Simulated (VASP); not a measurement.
# KTaO3 (P4/mmm) in VASP: a series of runs

KTaO3 is run at these levels: r2SCAN, HSE06; tasks: single point.

All numbers are computed with VASP 6.6.1; they aren't measurements. Logs are shortened: lines on timing, memory, paths and dates and some standing lists are left out, and cuts for length are marked.

## Step 1: The cell of the first run

The structure is tetragonal, space group P4/mmm (No. 123). Conventional cell: a = 4.150 Å, b = 4.150 Å, c = 3.939 Å, α = 90.00°, β = 90.00°, γ = 90.00°. K (site symmetry 4/mmm) has 12 O at 2.86 to 2.93 Å and 8 Ta at 3.53 Å and 6 K at 3.94 to 4.15 Å within 4.2 Å. Ta (site symmetry 4/mmm) has 6 O at 1.97 to 2.07 Å within 2.6 Å. Within 2.6 Å of O (site symmetry 4/mmm) lie 2 Ta at 1.97 Å. O (site symmetry mmm) has 2 Ta at 2.07 Å within 2.7 Å.

## Step 2: Single point, r2SCAN, non-collinear spin, zero start, spin-orbit coupling (epitaxial xy strain +4.0%)

The input, POSCAR:

```
KTaO3
1.0
    4.1497363471      0.0000000000      0.0000000000
    0.0000000000      4.1497363471      0.0000000000
    0.0000000000      0.0000000000      3.9386226160
K Ta O
1 1 3
Direct
    0.0000000000      0.0000000000      0.0000000000
    0.5000000000      0.5000000000      0.5000000000
    0.5000000000      0.5000000000      0.0000000000
    0.5000000000      0.0000000000      0.5000000000
    0.0000000000      0.5000000000      0.5000000000
```

The input, INCAR.step1:

```
SYSTEM = KTaO3
ALGO = Normal ; EDIFF = 1E-4
ENCUT = 520 ; GGA = PE
GGA_COMPAT = .False. ; ISMEAR = 0
LASPH = .True. ; LCHARG = .False.
LMAXMIX = 4 ; LREAL = .False.
LSORBIT = .True. ; LWAVE = .True.
MAGMOM = 0 0 0 0 0 0 0 0 0 0 0 0 0 0 0 ; NBANDS = 53
NELM = 150 ; PREC = Accurate
SIGMA = 0.01
```

The input, INCAR.step2:

```
SYSTEM = KTaO3
ALGO = Normal ; EDIFF = 1E-6
ENCUT = 520 ; GGA_COMPAT = .False.
ISIF = 2 ; ISMEAR = 0
ISTART = 1 ; LASPH = .True.
LCHARG = .False. ; LMAXMIX = 4
LMIXTAU = .True. ; LORBIT = 11
LORBMOM = .True. ; LREAL = .False.
LSORBIT = .True. ; LWAVE = .False.
MAGMOM = 0 0 0 0 0 0 0 0 0 0 0 0 0 0 0 ; METAGGA = R2SCAN
NBANDS = 53 ; NELM = 150
PREC = Accurate ; SIGMA = 0.01
```

The input, KPOINTS:

```
k-points
0
Gamma
  6 6 6
  0 0 0
```

Potentials or basis: VASP PAW PBE potentials, release 64 (K_sv, Ta_pv, O).

The run is started by

```bash
cat potpaw_PBE.64/K_sv/POTCAR potpaw_PBE.64/Ta_pv/POTCAR potpaw_PBE.64/O/POTCAR > POTCAR
cp INCAR.step1 INCAR
mpirun -np 1 vasp_ncl > vasp.out
cp INCAR.step2 INCAR
mpirun -np 1 vasp_ncl > vasp.out
```

OUTCAR:

```text
SYSTEM = KTaO3
   EDIFF = 1E-6
   ENCUT = 520
   ISIF = 2
   ISMEAR = 0
   ISTART = 1
   LASPH = .True.
   LORBIT = 11
   LREAL = .False.
   LSORBIT = .True.
   METAGGA = R2SCAN
   NELM = 150
   PREC = Accurate

 ion  position               nearest neighbor table
   1  0.000  0.000  0.000-   4 2.86   5 2.86   4 2.86   5 2.86   5 2.86   5 2.86   4 2.86   4 2.86
                             2 3.53   2 3.53   2 3.53   2 3.53   2 3.53   2 3.53   2 3.53   2 3.53
   2  0.500  0.500  0.500-   3 1.97   3 1.97   5 2.07   4 2.07   4 2.07   5 2.07   1 3.53   1 3.53
                             1 3.53   1 3.53   1 3.53   1 3.53   1 3.53   1 3.53
   3  0.500  0.500  0.000-   2 1.97   2 1.97
   4  0.500  0.000  0.500-   2 2.07   2 2.07   1 2.86   1 2.86   1 2.86   1 2.86
   5  0.000  0.500  0.500-   2 2.07   2 2.07   1 2.86   1 2.86   1 2.86   1 2.86

  LATTYP: Found a simple tetragonal cell.
 ALAT       =     4.1497363471
 C/A-ratio  =     0.9491259894

  Lattice vectors:

 A1 = (   4.1497363471,   0.0000000000,   0.0000000000)
 A2 = (   0.0000000000,   4.1497363471,   0.0000000000)
 A3 = (   0.0000000000,   0.0000000000,   3.9386226160)

Analysis of symmetry for initial positions (statically):
=====================================================================
 Subroutine PRICEL returns:
 Original cell was already a primitive cell.

 Routine SETGRP: Setting up the symmetry group for a
 simple tetragonal supercell.

 Subroutine GETGRP returns: Found 16 space group operations
 (whereof 16 operations were pure point group operations)
 out of a pool of 16 trial point group operations.

The static configuration has the point symmetry D_4h.

Analysis of symmetry for dynamics (positions and initial velocities):
=====================================================================
 Subroutine PRICEL returns:
 Original cell was already a primitive cell.

 Routine SETGRP: Setting up the symmetry group for a
 simple tetragonal supercell.

 Subroutine GETGRP returns: Found 16 space group operations
 (whereof 16 operations were pure point group operations)
 out of a pool of 16 trial point group operations.

The dynamic configuration has the point symmetry D_4h.

Analysis of structural, dynamic, and magnetic symmetry:
=====================================================================
 Subroutine PRICEL returns:
 Original cell was already a primitive cell.

 Routine SETGRP: Setting up the symmetry group for a
 simple tetragonal supercell.

 Subroutine GETGRP returns: Found 16 space group operations
 (whereof 16 operations were pure point group operations)
 out of a pool of 16 trial point group operations.

The overall configuration has the point symmetry D_4h.

 Subroutine INISYM returns: Found 16 space group operations
 (whereof 16 operations are pure point group operations),
 and found     1 'primitive' translations

----------------------------------------------------------------------------------------

                                     Primitive cell

  volume of cell :      67.8243

  direct lattice vectors                    reciprocal lattice vectors
     4.149736347  0.000000000  0.000000000     0.240979165  0.000000000  0.000000000
     0.000000000  4.149736347  0.000000000     0.000000000  0.240979165  0.000000000
     0.000000000  0.000000000  3.938622616     0.000000000  0.000000000  0.253895866

  length of vectors
     4.149736347  4.149736347  3.938622616     0.240979165  0.240979165  0.253895866

  position of ions in fractional coordinates (direct lattice)
     0.000000000  0.000000000  0.000000000
     0.500000000  0.500000000  0.500000000
     0.500000000  0.500000000  0.000000000
     0.500000000  0.000000000  0.500000000
     0.000000000  0.500000000  0.500000000

  ion indices of the primitive-cell ions
   primitive index   ion index
                 1           1
                 2           2
                 3           3
                 4           4
                 5           5
[... 127 lines left out ...]

 val. band max:        1.0357112140   @ k =   0.5000   0.5000   0.5000
 cond. band min:       3.1905316676   @ k =   0.0000   0.0000   0.0000
 fundamental gap:      2.1548204536
 Fermi energy:         1.0768025452

 k-point     1 :       0.0000    0.0000    0.0000
  band No.  band energies     occupation
      1     -39.9962      1.00000
      2     -39.9962      1.00000
      3     -32.1809      1.00000
      4     -32.1809      1.00000
      5     -32.1191      1.00000
      6     -32.1191      1.00000
[... 1261 lines left out ...]
     49      11.5783      0.00000
     50      11.6574      0.00000

 [... further k-points ...]

 [bands above 50 left out]

------------------------ aborting loop because EDIFF is reached ----------------------------------------

  FORCE on cell =-STRESS in cart. coord.  units (eV):
  Direction    XX          YY          ZZ          XY          YZ          ZX
  --------------------------------------------------------------------------------------
  -------------------------------------------------------------------------------------
  Total       -6.6065112     -6.6065112      0.4298507      0.0000000      0.0000000      0.0000000
  in kB     -156.0620754   -156.0620754     10.1541328      0.0000000      0.0000000      0.0000000
  external PRESSURE =    -100.6566727 kB  Pullay stress =       0.0000000 kB

 VOLUME and BASIS-vectors are now :
 -----------------------------------------------------------------------------
  energy-cutoff  :      520.00
  volume of cell :       67.82
      direct lattice vectors                 reciprocal lattice vectors
     4.149736347  0.000000000  0.000000000     0.240979165  0.000000000  0.000000000
     0.000000000  4.149736347  0.000000000     0.000000000  0.240979165  0.000000000
     0.000000000  0.000000000  3.938622616     0.000000000  0.000000000  0.253895866

 POSITION                                       TOTAL-FORCE (eV/Angst)
 -----------------------------------------------------------------------------------
      0.00000      0.00000      0.00000         0.000000      0.000000      0.000000
      2.07487      2.07487      1.96931         0.000000      0.000000      0.000000
      2.07487      2.07487      0.00000         0.000000      0.000000      0.000000
      2.07487      0.00000      1.96931         0.000000      0.000000      0.000000
      0.00000      2.07487      1.96931         0.000000      0.000000      0.000000
 -----------------------------------------------------------------------------------
    total drift:                                0.000000     -0.000000     -0.000000

  FREE ENERGIE OF THE ION-ELECTRON SYSTEM (eV)
  ---------------------------------------------------
  free  energy   TOTEN  =       -87.4828858059 eV

  energy  without entropy=      -87.4828858059  energy(sigma->0) =      -87.48288581

 orbital moment (x)

 # of ion     p       d       tot
 ----------------------------------------
  1         0.000   0.000   0.000
  2         0.000   0.000   0.000
  3         0.000   0.000   0.000
  4         0.000   0.000   0.000
  5         0.000   0.000   0.000
 ----------------------------------------
            0.000   0.000   0.000

 orbital moment (y)

 # of ion     p       d       tot
 ----------------------------------------
  1        -0.000   0.000  -0.000
  2         0.000   0.000   0.000
  3        -0.000   0.000  -0.000
  4         0.000   0.000   0.000
  5         0.000   0.000   0.000
 ----------------------------------------
           -0.000   0.000   0.000

 orbital moment (z)

 # of ion     p       d       tot
 ----------------------------------------
  1         0.000   0.000   0.000
  2         0.000   0.000   0.000
  3         0.000   0.000   0.000
  4         0.000   0.000   0.000
  5         0.000   0.000   0.000
 ----------------------------------------
            0.000   0.000   0.000

 Spin-Orbit-Coupling matrix elements

 Ion:    1  E_soc:     -0.0071362
 l=   1
     0.0000000    -0.0011898    -0.0011879
    -0.0011898     0.0000000    -0.0011898
    -0.0011879    -0.0011898     0.0000000
 l=   2
     0.0000000    -0.0000000     0.0000000    -0.0000000    -0.0000002
    -0.0000000     0.0000000    -0.0000002    -0.0000000    -0.0000001
     0.0000000    -0.0000002     0.0000000    -0.0000002     0.0000000
    -0.0000000    -0.0000000    -0.0000002     0.0000000    -0.0000001
    -0.0000002    -0.0000001     0.0000000    -0.0000001     0.0000000
 l=   3
     0.0000000     0.0000000     0.0000000     0.0000000     0.0000000     0.0000000     0.0000000
     0.0000000     0.0000000     0.0000000     0.0000000     0.0000000     0.0000000     0.0000000
     0.0000000     0.0000000     0.0000000     0.0000000     0.0000000     0.0000000     0.0000000
     0.0000000     0.0000000     0.0000000     0.0000000     0.0000000     0.0000000     0.0000000
[... 69 lines left out ...]
 l=   2
     0.0000000     0.0000000     0.0000000     0.0000000     0.0000000
     0.0000000     0.0000000     0.0000000     0.0000000     0.0000000
     0.0000000     0.0000000     0.0000000     0.0000000     0.0000000
     0.0000000     0.0000000     0.0000000     0.0000000     0.0000000
     0.0000000     0.0000000     0.0000000     0.0000000     0.0000000
 l=   3
     0.0000000     0.0000000     0.0000000     0.0000000     0.0000000     0.0000000     0.0000000
     0.0000000     0.0000000     0.0000000     0.0000000     0.0000000     0.0000000     0.0000000
     0.0000000     0.0000000     0.0000000     0.0000000     0.0000000     0.0000000     0.0000000
     0.0000000     0.0000000     0.0000000     0.0000000     0.0000000     0.0000000     0.0000000
     0.0000000     0.0000000     0.0000000     0.0000000     0.0000000     0.0000000     0.0000000
     0.0000000     0.0000000     0.0000000     0.0000000     0.0000000     0.0000000     0.0000000
     0.0000000     0.0000000     0.0000000     0.0000000     0.0000000     0.0000000     0.0000000

 total charge

# of ion       s       p       d       tot
------------------------------------------
    1        1.961   5.694   0.038   7.693
    2        0.339   6.309   1.934   8.581
    3        1.571   3.545   0.000   5.116
    4        1.560   3.490   0.000   5.050
    5        1.560   3.490   0.000   5.050
--------------------------------------------------
tot          6.990  22.528   1.972  31.489

 magnetization (x)

# of ion       s       p       d       tot
------------------------------------------
    1       -0.000   0.000  -0.000  -0.000
    2        0.000   0.000   0.000   0.000
    3        0.000  -0.000   0.000  -0.000
    4        0.000   0.000   0.000   0.000
    5        0.000  -0.000   0.000  -0.000
--------------------------------------------------
tot         -0.000  -0.000  -0.000  -0.000

 magnetization (y)

# of ion       s       p       d       tot
------------------------------------------
    1        0.000  -0.000   0.000   0.000
    2       -0.000  -0.000  -0.000  -0.000
    3       -0.000   0.000   0.000   0.000
    4        0.000   0.000   0.000   0.000
    5        0.000  -0.000   0.000  -0.000
--------------------------------------------------
tot         -0.000   0.000   0.000   0.000

 magnetization (z)

# of ion       s       p       d       tot
------------------------------------------
    1       -0.000  -0.000   0.000  -0.000
    2        0.000  -0.000  -0.000  -0.000
    3        0.000   0.000   0.000   0.000
    4        0.000   0.000   0.000   0.000
    5       -0.000   0.000   0.000   0.000
--------------------------------------------------
tot         -0.000   0.000  -0.000  -0.000
```

It took 36 min on 1 thread of Oxide Virtual Turin-like, shared host; peak memory 0.46 GiB.

Results:

```
Free energy                                           : -87.4829 eV
Pressure                                              : -10.1 GPa
Net moment                                            : 0.00 μB per cell
Valence electrons inside the program's atomic spheres : K 7.69; Ta 8.58; O 5.12, 5.05 (each value once)
```

Stress tensor (GPa, compression positive):
```
-15.61   0.00   0.00
  0.00 -15.61   0.00
  0.00   0.00   1.02
```

Moments on the atoms (μB; x, y, z):
```
K   0.00 0.00 0.00
Ta  0.00 0.00 0.00
O   0.00 0.00 0.00
O   0.00 0.00 0.00
O   0.00 0.00 0.00
```

Caveat: the cell differs from its parent crystal (epitaxial xy strain +4.0%); the stress differs along the axes, from -16 to 1 GPa; the PAW data sets were made with another functional, which shifts forces and pressure a little.

(Continued in part 2 of 2.)
